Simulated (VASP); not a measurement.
Wanted: the native input for a VASP 6.6.1 run.

```yaml
Task: single point
Functional: r2SCAN
Potentials_or_basis: VASP PAW PBE potentials, release 64 (Ca_sv, O)
Cutoff: 520 eV
k_mesh: 8 × 8 × 8
Occupations: gaussian, width 0.05 eV
Spin: no spin polarisation
Dipole_correction: no
Further_INCAR_settings: ALGO = Normal; EDIFF = 1e-07; NBANDS = 15
```

CaO:

```xyz
2
Lattice="0.0000 2.6659 2.6659 2.6659 0.0000 2.6659 2.6659 2.6659 0.0000" Properties=species:S:1:pos:R:3 pbc="T T T"
Ca    0.0000    0.0000    0.0000
O     1.3329    1.3329    1.3329
```

One way to write it, as run:

POSCAR

```
CaO
1.0
    0.0000000000      2.6658893098      2.6658893098
    2.6658893098      0.0000000000      2.6658893098
    2.6658893098      2.6658893098      0.0000000000
Ca O
1 1
Direct
    0.0000000000      0.0000000000      0.0000000000
    0.2500000000      0.2500000000      0.2500000000
```

INCAR.step1

```
SYSTEM = CaO
PREC = Accurate
ENCUT = 520
ISMEAR = 0
SIGMA = 0.05
LREAL = .False.
LASPH = .True.
NELM = 60
NBANDS = 15
GGA = PE
ALGO = Normal
EDIFF = 1E-4
LWAVE = .True.
LCHARG = .False.
```

INCAR.step2

```
SYSTEM = CaO
PREC = Accurate
ENCUT = 520
EDIFF = 1E-7
ISMEAR = 0
SIGMA = 0.05
LREAL = .False.
LASPH = .True.
NELM = 60
ALGO = Normal
ISIF = 2
LWAVE = .False.
LCHARG = .False.
METAGGA = R2SCAN
LMIXTAU = .True.
NBANDS = 15
ISTART = 1
```

KPOINTS

```
regular mesh
0
Gamma
  8 8 8
  0 0 0
```

Potentials or basis: VASP PAW PBE potentials, release 64 (Ca_sv, O).

The run is started by

```bash
$ cat potpaw_PBE.64/Ca_sv/POTCAR potpaw_PBE.64/O/POTCAR > POTCAR
$ cp INCAR.step1 INCAR
$ mpirun -np 1 vasp_std > vasp.out
$ cp INCAR.step2 INCAR
$ mpirun -np 1 vasp_std > vasp.out
```

It gave:

The pressure is -4.1 GPa. The band gap on the k mesh is 3.50 eV (least direct gap 4.01 eV).

Caveat: the cell stands under tension; the PAW data sets were made with another functional, which shifts forces and pressure a little.

It took 100 s on 1 thread of Intel Xeon 8259CL (shared host), peak memory 0.17 GiB.
